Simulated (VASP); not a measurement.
# Sc (a cell with a defect) in VASP: relaxation of the atoms with PBEsol

Aim: the relaxation of the atoms of Sc (a cell with a defect) with PBEsol.

All numbers are computed with VASP 6.6.1; they aren't measurements. Logs are shortened: lines on timing, memory, paths and dates and some standing lists are left out, and cuts for length are marked.

### Step 1. The cell of the first run

The cell holds a defect, 13 atoms: a = 6.620 Å, b = 9.930 Å, c = 5.276 Å, α = 90.00°, β = 90.00°, γ = 120.00°.

### Step 2. Relaxation of the atoms, PBEsol

Contents of INCAR:

```
PREC     = Accurate       # precision mode
ENCUT    = 520            # plane-wave cutoff, eV
EDIFF    = 1E-7           # SCF threshold, eV
ISMEAR   = -1             # smearing method
SIGMA    = 0.15           # smearing width, eV
LREAL    = F              # projectors in reciprocal space
LASPH    = T              # aspherical terms in the spheres
NELM     = 100            # most SCF steps
ALGO     = Normal         # electronic algorithm
ISIF     = 2              # what is computed and relaxed
LWAVE    = F              # write WAVECAR
LCHARG   = F              # write CHGCAR
GGA      = PS             # functional
IBRION   = 2              # ionic algorithm
NSW      = 45             # ionic steps
EDIFFG   = -0.08          # ionic threshold
KPAR     = 4
```

Contents of KPOINTS:

```
Automatic mesh
0
Gamma
  3 2 3
```

Contents of POSCAR:

```
Sc
1.0
    6.6200000000      0.0000000000      0.0000000000
   -4.9650000000      8.5996320000      0.0000000000
    0.0000000000      0.0000000000      5.2761400000
Sc
13
Direct
    0.0000000000      0.0000000000      0.0000000000
    0.1666667000      0.2222222000      0.5000000000
    0.0000000000      0.3333333000      0.0000000000
    0.1666667000      0.5555556000      0.5000000000
    0.0000000000      0.6666667000      0.0000000000
    0.1666667000      0.8888889000      0.5000000000
    0.5000000000      0.0000000000      0.0000000000
    0.6666667000      0.2222222000      0.5000000000
    0.5000000000      0.3333333000      0.0000000000
    0.6666667000      0.5555556000      0.5000000000
    0.5000000000      0.6666667000      0.0000000000
    0.6666667000      0.8888889000      0.5000000000
    0.8229249000      0.1011222000      0.2486894000
```

Potentials or basis: VASP PAW PBE potentials, release 64 (Sc_sv).

Started as:

```sh
$ cat potpaw_PBE.64/Sc_sv/POTCAR > POTCAR
$ mpirun -np 4 vasp_std > vasp.out
```

OUTCAR:

```text
PREC = Accurate
   ENCUT = 520
   EDIFF = 1E-7
   ISMEAR = -1
   LREAL = F
   LASPH = T
   NELM = 100
   ISIF = 2
   GGA = PS
   IBRION = 2
   NSW = 45
   EDIFFG = -0.08

 ion  position               nearest neighbor table
   1  0.000  0.000  0.000-  13 2.30   2 3.26   2 3.26  12 3.26  12 3.26   6 3.26   6 3.26   3 3.31
                             5 3.31   9 3.31  11 3.31   7 3.31   7 3.31
   2  0.167  0.222  0.500-  13 2.38   1 3.26   1 3.26   9 3.26   9 3.26   3 3.26   3 3.26   6 3.31
                            12 3.31   8 3.31   8 3.31  10 3.31   4 3.31
   3  0.000  0.333  0.000-  13 2.39   8 3.26   8 3.26   2 3.26   2 3.26   4 3.26   4 3.26   1 3.31
                             7 3.31   9 3.31   9 3.31  11 3.31   5 3.31
   4  0.167  0.556  0.500-  11 3.26  11 3.26   5 3.26   5 3.26   3 3.26   3 3.26   6 3.31  12 3.31
                            10 3.31  10 3.31   8 3.31   2 3.31
   5  0.000  0.667  0.000-   6 3.26   6 3.26  10 3.26  10 3.26   4 3.26   4 3.26   1 3.31   7 3.31
                            11 3.31  11 3.31   9 3.31   3 3.31
   6  0.167  0.889  0.500-   5 3.26   5 3.26   7 3.26   7 3.26   1 3.26   1 3.26   4 3.31   2 3.31
                             8 3.31  10 3.31  12 3.31  12 3.31
   7  0.500  0.000  0.000-  13 2.27   8 3.26   8 3.26   6 3.26   6 3.26  12 3.26  12 3.26  11 3.31
                             9 3.31   3 3.31   5 3.31   1 3.31   1 3.31
   8  0.667  0.222  0.500-  13 2.35   7 3.26   7 3.26   3 3.26   3 3.26   9 3.26   9 3.26  12 3.31
                             6 3.31   2 3.31   2 3.31   4 3.31  10 3.31
   9  0.500  0.333  0.000-   2 3.26   2 3.26   8 3.26   8 3.26  10 3.26  10 3.26   7 3.31   1 3.31
                             3 3.31   3 3.31   5 3.31  11 3.31
  10  0.667  0.556  0.500-   5 3.26   5 3.26  11 3.26  11 3.26   9 3.26   9 3.26  12 3.31   6 3.31
                             4 3.31   4 3.31   2 3.31   8 3.31
  11  0.500  0.667  0.000-  12 3.26  12 3.26   4 3.26   4 3.26  10 3.26  10 3.26   7 3.31   1 3.31
                             5 3.31   5 3.31   3 3.31   9 3.31
  12  0.667  0.889  0.500-  13 2.26  11 3.26  11 3.26   1 3.26   1 3.26   7 3.26   7 3.26  10 3.31
                             8 3.31   2 3.31   4 3.31   6 3.31   6 3.31
  13  0.823  0.101  0.249-  12 2.26   7 2.27   1 2.30   8 2.35   2 2.38   3 2.39

  LATTYP: Found a simple monoclinic cell.
 ALAT       =     6.6200000000
 B/A-ratio  =     0.7970000000
 C/A-ratio  =     1.3228756170
 COS(beta)  =    -0.1889822420

  Lattice vectors:

 A1 = (   6.6200000000,   0.0000000000,   0.0000000000)
 A2 = (   0.0000000000,   0.0000000000,   5.2761400000)
 A3 = (  -1.6550000000,  -8.5996320000,   0.0000000000)

Analysis of symmetry for initial positions (statically):
=====================================================================
 Subroutine PRICEL returns:
 Original cell was already a primitive cell.

 Routine SETGRP: Setting up the symmetry group for a
 simple monoclinic supercell.

 Subroutine GETGRP returns: Found  1 space group operations
 (whereof  1 operations were pure point group operations)
 out of a pool of  4 trial point group operations.

The static configuration has the point symmetry C_1 .

Analysis of symmetry for dynamics (positions and initial velocities):
=====================================================================
 Subroutine PRICEL returns:
 Original cell was already a primitive cell.

 Routine SETGRP: Setting up the symmetry group for a
 simple monoclinic supercell.

 Subroutine GETGRP returns: Found  1 space group operations
 (whereof  1 operations were pure point group operations)
 out of a pool of  4 trial point group operations.

The dynamic configuration has the point symmetry C_1 .

 Subroutine INISYM returns: Found  1 space group operations
 (whereof  1 operations are pure point group operations),
 and found     1 'primitive' translations

----------------------------------------------------------------------------------------

                                     Primitive cell

  volume of cell :     300.3683

  direct lattice vectors                    reciprocal lattice vectors
     6.620000000  0.000000000  0.000000000     0.151057402  0.087213034  0.000000000
    -4.965000000  8.599632000  0.000000000     0.000000000  0.116284046  0.000000000
     0.000000000  0.000000000  5.276140000     0.000000000  0.000000000  0.189532499

  length of vectors
     6.620000000  9.929999775  5.276140000     0.174426065  0.116284046  0.189532499

  position of ions in fractional coordinates (direct lattice)
     0.000000000  0.000000000  0.000000000
     0.166666700  0.222222200  0.500000000
     0.000000000  0.333333300  0.000000000
     0.166666700  0.555555600  0.500000000
     0.000000000  0.666666700  0.000000000
     0.166666700  0.888888900  0.500000000
     0.500000000  0.000000000  0.000000000
     0.666666700  0.222222200  0.500000000
     0.500000000  0.333333300  0.000000000
[... 53 lines left out ...]
|                                                                             |
|        The reciprocal lattice is simple monoclinic,                         |
|        whereas your k-lattice is hexagonal.                                 |
|                                                                             |
|     Results are often still useful ...                                      |
|                                                                             |
 -----------------------------------------------------------------------------

 Subroutine IBZKPT returns following result:
 ===========================================

 Found     10 irreducible k-points:

 Following reciprocal coordinates:
            Coordinates               Weight
  0.000000  0.000000  0.000000      1.000000
  0.333333  0.000000  0.000000      2.000000
  0.000000  0.500000  0.000000      1.000000
  0.333333  0.500000  0.000000      2.000000
  0.000000  0.000000  0.333333      2.000000
  0.333333  0.000000  0.333333      2.000000
 -0.333333 -0.000000  0.333333      2.000000
  0.000000  0.500000  0.333333      2.000000
  0.333333  0.500000  0.333333      2.000000
 -0.333333  0.500000  0.333333      2.000000
   k-points           NKPTS =     10   k-points in BZ     NKDIM =     10   number of bands    NBANDS=     85
   number of dos      NEDOS =    301   number of ions     NIONS =     13
   total plane-waves  NPLWV = 160000
   dimension x,y,z NGX =    50 NGY =   80 NGZ =   40
   dimension x,y,z NGXF=   100 NGYF=  160 NGZF=   80
   ions per type =              13
   NGX,Y,Z   is equivalent  to a cutoff of  12.56, 13.39, 12.60 a.u.
   NGXF,Y,Z  is equivalent  to a cutoff of  25.11, 26.79, 25.21 a.u.
 SYSTEM =  unknown system
   PREC   = accura    normal or accurate (medium, high low for compatibility)
   ISTART =      0    job   : 0-new  1-cont  2-samecut
   ICHARG =      2    charge: 1-file 2-atom 10-const
   ISPIN  =      1    spin polarized calculation?
   LNONCOLLINEAR =      F non collinear calculations
   LSORBIT =      F    spin-orbit coupling
   LASPH  =      T    aspherical Exc in radial PAW
   ENCUT  =  520.0 eV  38.22 Ry    6.18 a.u.  12.31 18.46  9.81*2*pi/ulx,y,z
   NELM   =    100;   NELMIN=  2; NELMDL= -5     # of ELM steps
   EDIFF  = 0.1E-06   stopping-criterion for ELM
   LREAL  =      F    real-space projection
   EDIFFG = -.8E-01   stopping-criterion for IOM
   NSW    =     45    number of steps for IOM
   IBRION =      2    ionic relax: 0-MD 1-quasi-New 2-CG
   NFREE  =      1    steps in history (QN), initial steepest desc. (CG)
   ISIF   =      2    stress and relaxation
   ISYM   =      2    0-nonsym 1-usesym 2-fastsym
   POTIM  = 0.5000    time-step for ionic-motion
   TEBEG  =    0.0;   TEEND  =   0.0 temperature during run
   PSTRESS=    0.0 pullay stress
   NELECT =     143.0000    total number of electrons
   NUPDOWN=      -1.0000    fix difference up-down
   EMIN   =  10.00;   EMAX   =-10.00  energy-range for DOS
   EFERMI =   0.00;   METHOD = LEGACY
   ISMEAR =    -1;   SIGMA  =   0.15  broadening in eV -4-tet -1-fermi 0-gaus
   EFERMI_NEDOS =   21; number of points for ismear=-14 and -15
   IALGO  =     38    algorithm
   IMIX   =      4    mixing-type and parameters
     AMIX     =   0.40;   BMIX     =  1.00
     AMIX_MAG =   1.60;   BMIX_MAG =  1.00
  volume/ion in A,a.u.               =      23.11       155.92
  Fermi-wavevector in a.u.,A,eV,Ry     =   1.278308  2.415652 22.232885  1.634071
  Thomas-Fermi vector in A             =   2.410858
   LORBIT       =      0    0 simple, 1 ext, 2 COOP (PROOUT), +10 PAW based schemes
   GGA     = PS    functional components
   LHFCALC =     F    Hartree Fock is set to
   AEXX    =    0.0000 exact exchange contribution
   IVDW    =     0    specifies the selected vdW correction
   LEPSILON=     F    determine dielectric tensor
   LRPA    =     F    only Hartree local field effects (RPA)
 conjugate gradient relaxation of ions
 non-spin polarized calculation
  energy-cutoff  :      520.00
  volume of cell :      300.37
 maximum number of plane-waves:      8103
 NGX is ok and might be reduce to    50
   NGX = 25   NGY = 37   NGZ = 19

--------------------------------------- Ionic step        1  -------------------------------------------

 number of electron     143.0000008 magnetization

 Free energy of the ion-electron system (eV)
  ---------------------------------------------------
  ext. energy  EPLUGINS =         0.00000000
  ---------------------------------------------------
  free energy    TOTEN  =       -81.98907074 eV

  energy without entropy =      -80.51414447  energy(sigma->0) =      -81.25160761

------------------------ aborting loop because EDIFF is reached ----------------------------------------

  FORCE on cell =-STRESS in cart. coord.  units (eV):
  Direction    XX          YY          ZZ          XY          YZ          ZX
  --------------------------------------------------------------------------------------
  -------------------------------------------------------------------------------------
  Total        4.4230231      4.6254873      3.9589863      0.0310883      0.0382007      0.0187035
  in kB       23.5925899     24.6725428     21.1173986      0.1658262      0.2037642      0.0997651
  external PRESSURE =      23.1275104 kB  Pullay stress =       0.0000000 kB
[... 122 lines left out ...]
  FREE ENERGIE OF THE ION-ELECTRON SYSTEM (eV)
  ---------------------------------------------------
  free  energy   TOTEN  =       -84.0477533293 eV

  energy  without entropy=      -82.6282359926  energy(sigma->0) =      -83.33799466

[... ionic steps 4 to 10 ...]

--------------------------------------- Ionic step       11  -------------------------------------------

 number of electron     143.0000002 magnetization

------------------------ aborting loop because EDIFF is reached ----------------------------------------
[... 89 lines left out ...]
--------------------------------------- Ionic step       13  -------------------------------------------

 number of electron     143.0000000 magnetization

 Free energy of the ion-electron system (eV)
  ---------------------------------------------------
  ext. energy  EPLUGINS =         0.00000000
  ---------------------------------------------------
  free energy    TOTEN  =       -84.33140854 eV

  energy without entropy =      -82.85312255  energy(sigma->0) =      -83.59226555

 E-fermi :   3.8822     XC(G=0): -10.2322

 val. band max:        3.8741215323   @ k =   0.0000   0.0000   0.3333
 cond. band min:       3.8863938082   @ k =  -0.3333   0.5000   0.3333
 fundamental gap:      0.0122722759
 Fermi energy:         3.8821544952

 k-point     1 :       0.0000    0.0000    0.0000
  band No.  band energies     occupation
      1     -45.2255      2.00000
      2     -45.2156      2.00000
      3     -45.1666      2.00000
      4     -45.1241      2.00000
      5     -45.1217      2.00000
      6     -45.1093      2.00000
[... 849 lines left out ...]
     82       4.9304      0.00184
     83       4.9906      0.00123
 [bands above 83 left out]

------------------------ aborting loop because EDIFF is reached ----------------------------------------

  FORCE on cell =-STRESS in cart. coord.  units (eV):
  Direction    XX          YY          ZZ          XY          YZ          ZX
  --------------------------------------------------------------------------------------
  -------------------------------------------------------------------------------------
  Total        2.3214101      3.8890992      3.1796694     -0.1496301      0.6017341      0.0458455
  in kB       12.3824987     20.7446179     16.9604894     -0.7981330      3.2096749      0.2445418
  external PRESSURE =      16.6958687 kB  Pullay stress =       0.0000000 kB
[... 28 lines left out ...]
  FREE ENERGIE OF THE ION-ELECTRON SYSTEM (eV)
  ---------------------------------------------------
  free  energy   TOTEN  =       -84.3314085393 eV

  energy  without entropy=      -82.8531225507  energy(sigma->0) =      -83.59226555

 reached required accuracy - stopping structural energy minimisation
```

Run time: 34 min. Hardware: 4 MPI ranks of AMD EPYC 7R13 (Zen 3), shared host; peak memory 0.52 GiB.

Results:

* Free energy: -84.3314 eV
* Energy gained by relaxing: 180.2 meV/atom
* Ionic steps: 13
* Pressure after relaxing: 1.7 GPa
* Largest force after relaxing: 0.050 eV/Å
* Band gap on the k mesh: zero (an odd number of electrons rules out a gap without spin polarisation)

Forces in eV/Å, atoms in the order of the input:
```
Sc  -0.017 -0.026 -0.019
Sc  -0.017  0.030  0.016
Sc  -0.001  0.004  0.041
Sc   0.004  0.009  0.019
Sc  -0.023 -0.017  0.001
Sc  -0.008  0.008  0.034
Sc   0.016 -0.027 -0.017
Sc   0.027  0.014  0.018
Sc   0.003  0.005 -0.025
Sc   0.014  0.021 -0.008
Sc  -0.003 -0.023 -0.009
Sc   0.010 -0.013 -0.047
Sc  -0.005  0.016 -0.003
```

The path:
```
step  energy change (eV)  largest force (eV/Å)  pressure (GPa)
   1              0.0000                2.4366            2.31
   2             -1.3310                1.4757            1.61
   3             -2.0587                0.6384            1.63
   4             -2.0596                0.6183            1.61
   5             -2.1398                0.4846            1.59
   6             -2.2122                0.3637            1.63
   7             -2.2651                0.2673            1.62
   8             -2.2999                0.2461            1.64
   9             -2.3259                0.1658            1.66
  10             -2.3290                0.1492            1.67
  11             -2.3359                0.0961            1.67
  12             -2.3378                0.1409            1.67
  13             -2.3423                0.0497            1.67
```

Final structure:
```cif
data_structure
_symmetry_space_group_name_H-M 'P 1'
_symmetry_Int_Tables_number 1
_cell_length_a 6.6200
_cell_length_b 9.9300
_cell_length_c 5.2761
_cell_angle_alpha 90.000
_cell_angle_beta 90.000
_cell_angle_gamma 120.000
_cell_volume 300.37
loop_
_atom_site_label
_atom_site_type_symbol
_atom_site_fract_x
_atom_site_fract_y
_atom_site_fract_z
_atom_site_occupancy
Sc1 Sc 0.01058 0.97819 0.94051 1
Sc2 Sc 0.20744 0.24333 0.54964 1
Sc3 Sc 0.03097 0.37037 0.98826 1
Sc4 Sc 0.16112 0.55185 0.49119 1
Sc5 Sc 0.00129 0.66605 0.98153 1
Sc6 Sc 0.17436 0.90058 0.44524 1
Sc7 Sc 0.45662 0.97955 0.93970 1
Sc8 Sc 0.65973 0.24648 0.55306 1
Sc9 Sc 0.49319 0.32177 0.04889 1
Sc10 Sc 0.66409 0.55479 0.52064 1
Sc11 Sc 0.50560 0.67157 0.01623 1
Sc12 Sc 0.63395 0.84782 0.52309 1
Sc13 Sc 0.82398 0.10210 0.25072 1
```

Caveat: the k points lie up to 0.40 Å⁻¹ apart, too coarse for converged energies and pressures of a metal; the PAW data sets were made with another functional, which shifts forces and pressure a little; the relaxation stopped at a loose force limit of 0.08 eV/Å, so its end isn't a converged minimum.
